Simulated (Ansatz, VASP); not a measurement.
# One calculation of MgO, two programs

```
CELL_PARAMETERS angstrom
0.00000 2.07375 2.23327
2.07375 0.00000 2.23327
2.07375 2.07375 0.00000
ATOMIC_POSITIONS crystal
Mg 0.00000 0.00000 0.00000
O 0.50000 0.50000 0.50000
```

Change from the starting cell: strain -0.025 along x and y, +0.050 along z, atoms carried along.

Alike in both runs: task single point; functional PBE; k mesh 10 × 10 × 10; occupations gaussian, width 0.05 eV; no spin polarisation.

|  | VASP | Ansatz |
| --- | --- | --- |
| version | VASP 6.6.1 | Ansatz 0.2.0 |
| potentials or method | VASP PAW PBE potentials, release 64 (Mg, O), cutoff 520 eV | scalar-relativistic, plane waves, PAW |
| valence electrons in the cell | 8 | 16 |

VASP gave:

| Item | Value |
| --- | --- |
| gap on the k mesh at the Fermi level (eV) | 4.35 |
| least direct gap on the mesh (eV) | 4.35 |
| pressure (GPa) | 1.1 |
| traceless stress, the component that is largest in VASP (GPa) | -7.97 |

Task: What did Ansatz give for the same quantities?

Result: gap on the k mesh at the Fermi level (eV): 4.37; least direct gap on the mesh (eV): 4.37; pressure (GPa): 1.9; traceless stress, the component that is largest in VASP (GPa): -7.93.

VASP's potentials hold 8 valence electrons a cell and Ansatz's 16, so a difference there can come from the potentials and not from the codes.
